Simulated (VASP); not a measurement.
# Al2Cu (I4/mmm) in VASP: a series of runs

Runs on Al2Cu. Level: PBEsol. Tasks: single point.

Program: VASP 6.6.1. These are calculated values, not measurements. Logs are shortened: lines on timing, memory, paths and dates and some standing lists are left out, and cuts for length are marked.

## Step 1: The cell of the first run

It takes space group I4/mmm (No. 139, tetragonal). The conventional cell has a = 3.870 Å, b = 3.870 Å, c = 5.448 Å, α = 90.00°, β = 90.00°, γ = 90.00°. Within 3.1 Å of Cu (site symmetry 4/mmm) lie 8 Al at 2.37 Å. Al (site symmetry -4m2) has 4 Cu at 2.37 Å and 6 Al at 2.72 to 2.74 Å within 3.1 Å.

## Step 2: Single point, PBEsol

The input, INCAR:

```
PREC = Accurate
ENCUT = 520
EDIFF = 1E-7
ISMEAR = -1
SIGMA = 0.05
LREAL = False
LASPH = True
NELM = 60
ALGO = Normal
ISIF = 2
LWAVE = False
LCHARG = False
GGA = PS
NBANDS = 16
```

The input, KPOINTS:

```
Automatic mesh
0
Gamma
  9 9 9
```

The input, POSCAR:

```
Al2Cu
1.0
   -1.9348903446      1.9348903446      2.7242046618
    1.9348903446     -1.9348903446      2.7242046618
    1.9348903446      1.9348903446     -2.7242046618
Cu Al
1 2
Direct
    0.5000000000      0.5000000000      0.0000000000
    0.2500000000      0.7500000000      0.5000000000
    0.7500000000      0.2500000000      0.5000000000
```

Potentials or basis: VASP PAW PBE potentials, release 64 (Cu, Al).

Started as:

```sh
cat potpaw_PBE.64/Cu/POTCAR potpaw_PBE.64/Al/POTCAR > POTCAR
mpirun -np 1 vasp_std > vasp.out
```

OUTCAR:

```text
PREC = Accurate
   ENCUT = 520
   EDIFF = 1E-7
   ISMEAR = -1
   LREAL = False
   LASPH = True
   NELM = 60
   ISIF = 2
   GGA = PS

 ion  position               nearest neighbor table
   1  0.500  0.500  0.000-   2 2.37   3 2.37   2 2.37   3 2.37   2 2.37   3 2.37   2 2.37   3 2.37

   2  0.250  0.750  0.500-   1 2.37   1 2.37   1 2.37   1 2.37   3 2.72   3 2.72   3 2.74   3 2.74
                             3 2.74   3 2.74
   3  0.750  0.250  0.500-   1 2.37   1 2.37   1 2.37   1 2.37   2 2.72   2 2.72   2 2.74   2 2.74
                             2 2.74   2 2.74

  LATTYP: Found a body centered tetragonal cell.
 ALAT       =     3.8697806892
 C/A-ratio  =     1.4079374934

  Lattice vectors:

 A1 = (  -1.9348903446,   1.9348903446,   2.7242046618)
 A2 = (   1.9348903446,  -1.9348903446,   2.7242046618)
 A3 = (   1.9348903446,   1.9348903446,  -2.7242046618)

Analysis of symmetry for initial positions (statically):
=====================================================================
 Subroutine PRICEL returns:
 Original cell was already a primitive cell.

 Routine SETGRP: Setting up the symmetry group for a
 body centered tetragonal supercell.

 Subroutine GETGRP returns: Found 16 space group operations
 (whereof 16 operations were pure point group operations)
 out of a pool of 16 trial point group operations.

The static configuration has the point symmetry D_4h.

Analysis of symmetry for dynamics (positions and initial velocities):
=====================================================================
 Subroutine PRICEL returns:
 Original cell was already a primitive cell.

 Routine SETGRP: Setting up the symmetry group for a
 body centered tetragonal supercell.

 Subroutine GETGRP returns: Found 16 space group operations
 (whereof 16 operations were pure point group operations)
 out of a pool of 16 trial point group operations.

The dynamic configuration has the point symmetry D_4h.

 Subroutine INISYM returns: Found 16 space group operations
 (whereof 16 operations are pure point group operations),
 and found     1 'primitive' translations

----------------------------------------------------------------------------------------

                                     Primitive cell

  volume of cell :      40.7955

  direct lattice vectors                    reciprocal lattice vectors
    -1.934890345  1.934890345  2.724204662     0.000000000  0.258412577  0.183539808
     1.934890345 -1.934890345  2.724204662     0.258412577  0.000000000  0.183539808
     1.934890345  1.934890345 -2.724204662     0.258412577  0.258412577  0.000000000

  length of vectors
     3.861203482  3.861203482  3.861203482     0.316960441  0.316960441  0.365450571

  position of ions in fractional coordinates (direct lattice)
     0.500000000  0.500000000  0.000000000
     0.250000000  0.750000000  0.500000000
     0.750000000  0.250000000  0.500000000

  ion indices of the primitive-cell ions
   primitive index   ion index
                 1           1
                 2           2
                 3           3

----------------------------------------------------------------------------------------

 KPOINTS: Automatic mesh

Automatic generation of k-mesh.
 Grid dimensions read from file:
 generate k-points for:    9    9    9

 Generating k-lattice:

  Cartesian coordinates                     Fractional coordinates (reciprocal lattice)
     0.000000000  0.028712509  0.020393312     0.111111111  0.000000000  0.000000000
     0.028712509  0.000000000  0.020393312     0.000000000  0.111111111  0.000000000
     0.028712509  0.028712509  0.000000000     0.000000000  0.000000000  0.111111111

  Length of vectors
     0.035217827  0.035217827  0.040605619

  Shift w.r.t. Gamma in fractional coordinates (k-lattice)
     0.000000000  0.000000000  0.000000000

 Subroutine IBZKPT returns following result:
 ===========================================

 Found     75 irreducible k-points:

 Following reciprocal coordinates:
            Coordinates               Weight
  0.000000  0.000000  0.000000      1.000000
  0.111111 -0.000000  0.000000      8.000000
  0.222222 -0.000000  0.000000      8.000000
  0.333333 -0.000000  0.000000      8.000000
  0.444444 -0.000000  0.000000      8.000000
  0.111111  0.111111  0.000000      8.000000
[... 16 lines left out ...]
 -0.333333  0.333333  0.000000      4.000000
  0.444444  0.444444  0.000000      8.000000
 [... further k-points ...]
   k-points           NKPTS =     75   k-points in BZ     NKDIM =     75   number of bands    NBANDS=     16
   number of dos      NEDOS =    301   number of ions     NIONS =      3
   total plane-waves  NPLWV =  27000
   dimension x,y,z NGX =    30 NGY =   30 NGZ =   30
   dimension x,y,z NGXF=    60 NGYF=   60 NGZF=   60
   ions per type =               1   2
   NGX,Y,Z   is equivalent  to a cutoff of  12.92, 12.92, 12.92 a.u.
   NGXF,Y,Z  is equivalent  to a cutoff of  25.83, 25.83, 25.83 a.u.
 SYSTEM =  unknown system
   PREC   = accura    normal or accurate (medium, high low for compatibility)
   ISTART =      0    job   : 0-new  1-cont  2-samecut
   ICHARG =      2    charge: 1-file 2-atom 10-const
   ISPIN  =      1    spin polarized calculation?
   LNONCOLLINEAR =      F non collinear calculations
   LSORBIT =      F    spin-orbit coupling
   LASPH  =      T    aspherical Exc in radial PAW
   ENCUT  =  520.0 eV  38.22 Ry    6.18 a.u.   7.18  7.18  7.18*2*pi/ulx,y,z
   NELM   =     60;   NELMIN=  2; NELMDL= -5     # of ELM steps
   EDIFF  = 0.1E-06   stopping-criterion for ELM
   LREAL  =      F    real-space projection
   EDIFFG = 0.1E-05   stopping-criterion for IOM
   NSW    =      0    number of steps for IOM
   IBRION =     -1    ionic relax: 0-MD 1-quasi-New 2-CG
   NFREE  =      0    steps in history (QN), initial steepest desc. (CG)
   ISIF   =      2    stress and relaxation
   ISYM   =      2    0-nonsym 1-usesym 2-fastsym
   POTIM  = 0.5000    time-step for ionic-motion
   TEBEG  =    0.0;   TEEND  =   0.0 temperature during run
   PSTRESS=    0.0 pullay stress
   NELECT =      17.0000    total number of electrons
   NUPDOWN=      -1.0000    fix difference up-down
   EMIN   =  10.00;   EMAX   =-10.00  energy-range for DOS
   EFERMI =   0.00;   METHOD = LEGACY
   ISMEAR =    -1;   SIGMA  =   0.05  broadening in eV -4-tet -1-fermi 0-gaus
   EFERMI_NEDOS =   21; number of points for ismear=-14 and -15
   IALGO  =     38    algorithm
   IMIX   =      4    mixing-type and parameters
     AMIX     =   0.40;   BMIX     =  1.00
     AMIX_MAG =   1.60;   BMIX_MAG =  1.00
  volume/ion in A,a.u.               =      13.60        91.77
  Fermi-wavevector in a.u.,A,eV,Ry     =   1.222795  2.310748 20.343807  1.495228
  Thomas-Fermi vector in A             =   2.357929
   LORBIT       =      0    0 simple, 1 ext, 2 COOP (PROOUT), +10 PAW based schemes
   GGA     = PS    functional components
   LHFCALC =     F    Hartree Fock is set to
   AEXX    =    0.0000 exact exchange contribution
   IVDW    =     0    specifies the selected vdW correction
   LEPSILON=     F    determine dielectric tensor
   LRPA    =     F    only Hartree local field effects (RPA)
 non-spin polarized calculation
  energy-cutoff  :      520.00
  volume of cell :       40.80
 maximum number of plane-waves:      1114
 NGX is ok and might be reduce to    30
   NGX = 15   NGY = 15   NGZ = 15

 number of electron      16.9999994 magnetization

 Free energy of the ion-electron system (eV)
  ---------------------------------------------------
  ext. energy  EPLUGINS =         0.00000000
  ---------------------------------------------------
  free energy    TOTEN  =       -12.65509043 eV

  energy without entropy =      -12.64220950  energy(sigma->0) =      -12.64864997

 E-fermi :   8.5900     XC(G=0): -11.2373

 val. band max:        8.5757709410   @ k =  -0.4444   0.1111  -0.0000
 cond. band min:       8.5930197345   @ k =  -0.2222  -0.3333   0.1111
 fundamental gap:      0.0172487936
 Fermi energy:         8.5899657953

 k-point     1 :       0.0000    0.0000    0.0000
  band No.  band energies     occupation
      1      -2.6109      2.00000
      2       3.3842      2.00000
      3       3.3879      2.00000
      4       3.3879      2.00000
      5       4.0237      2.00000
      6       4.0312      2.00000
[... 8 lines left out ...]
     15      16.3052      0.00000
     16      16.4715      0.00000

 k-point     2 :       0.1111   -0.0000    0.0000
  band No.  band energies     occupation
      1      -2.4264      2.00000
      2       3.3342      2.00000
      3       3.4149      2.00000
      4       3.4170      2.00000
      5       4.0163      2.00000
      6       4.0233      2.00000
[... 8 lines left out ...]
     15      15.5748      0.00000
     16      15.9292      0.00000

 k-point     3 :       0.2222   -0.0000    0.0000
  band No.  band energies     occupation
      1      -1.8790      2.00000
      2       3.1654      2.00000
      3       3.4805      2.00000
      4       3.4813      2.00000
      5       4.0138      2.00000
      6       4.0189      2.00000
[... 8 lines left out ...]
     15      15.0990      0.00000
     16      17.3490      0.00000

 k-point     4 :       0.3333   -0.0000    0.0000
  band No.  band energies     occupation
      1      -0.9939      2.00000
      2       2.7564      2.00000
      3       3.5276      2.00000
      4       3.5294      2.00000
      5       4.0513      2.00000
      6       4.0528      2.00000
[... 8 lines left out ...]
     15      16.6193      0.00000
     16      19.1511      0.00000
[... 324 lines left out ...]
 k-point    22 :      -0.4444    0.3333    0.0000
  band No.  band energies     occupation
      1       0.4120      2.00000
      2       2.8558      2.00000
      3       3.3063      2.00000
      4       3.8385      2.00000
      5       3.9273      2.00000
      6       4.1936      2.00000
[... 8 lines left out ...]
     15      20.4030      0.00000
     16      21.8608      0.00000

 k-point    23 :      -0.3333    0.3333    0.0000
  band No.  band energies     occupation
      1      -0.4451      2.00000
      2       2.9730      2.00000
      3       3.5657      2.00000
      4       3.7482      2.00000
      5       3.7560      2.00000
      6       4.1859      2.00000
[... 8 lines left out ...]
     15      20.1161      0.00000
     16      20.1673      0.00000

 k-point    24 :       0.4444    0.4444    0.0000
  band No.  band energies     occupation
      1       2.0750      2.00000
      2       2.1093      2.00000
      3       2.7892      2.00000
      4       3.9631      2.00000
      5       4.0479      2.00000
      6       4.1914      2.00000
[... 8 lines left out ...]
     15      20.2959      0.00000
     16      21.8489      0.00000

 [... further k-points ...]

------------------------ aborting loop because EDIFF is reached ----------------------------------------

  FORCE on cell =-STRESS in cart. coord.  units (eV):
  Direction    XX          YY          ZZ          XY          YZ          ZX
  --------------------------------------------------------------------------------------
  -------------------------------------------------------------------------------------
  Total        5.1436684      5.1436684      5.1552731      0.0000000     -0.0000000      0.0000000
  in kB      202.0091800    202.0091800    202.4649365      0.0000000     -0.0000000      0.0000000
  external PRESSURE =     202.1610988 kB  Pullay stress =       0.0000000 kB

 VOLUME and BASIS-vectors are now :
 -----------------------------------------------------------------------------
  energy-cutoff  :      520.00
  volume of cell :       40.80
      direct lattice vectors                 reciprocal lattice vectors
    -1.934890345  1.934890345  2.724204662     0.000000000  0.258412577  0.183539808
     1.934890345 -1.934890345  2.724204662     0.258412577  0.000000000  0.183539808
     1.934890345  1.934890345 -2.724204662     0.258412577  0.258412577  0.000000000

 POSITION                                       TOTAL-FORCE (eV/Angst)
 -----------------------------------------------------------------------------------
      0.00000      0.00000      2.72420         0.000000      0.000000     -0.000000
      1.93489      0.00000      1.36210        -0.000000      0.000000      0.000000
      0.00000      1.93489      1.36210        -0.000000     -0.000000      0.000000
 -----------------------------------------------------------------------------------
    total drift:                                0.000000     -0.000000      0.000000

  FREE ENERGIE OF THE ION-ELECTRON SYSTEM (eV)
  ---------------------------------------------------
  free  energy   TOTEN  =       -12.6550904344 eV

  energy  without entropy=      -12.6422095020  energy(sigma->0) =      -12.64864997
```

Wall time 65 s (1 thread of Intel Xeon Platinum 8259CL at 2.50GHz (Skylake/Cascade Lake), shared host); peak memory 0.19 GiB.

What came out:

| Quantity | Value |
| --- | --- |
| Free energy | -12.6551 eV |
| Pressure | 20.2 GPa |

Caveat: the PAW data sets were made with another functional, which shifts forces and pressure a little.

[end of part 1 of 2]
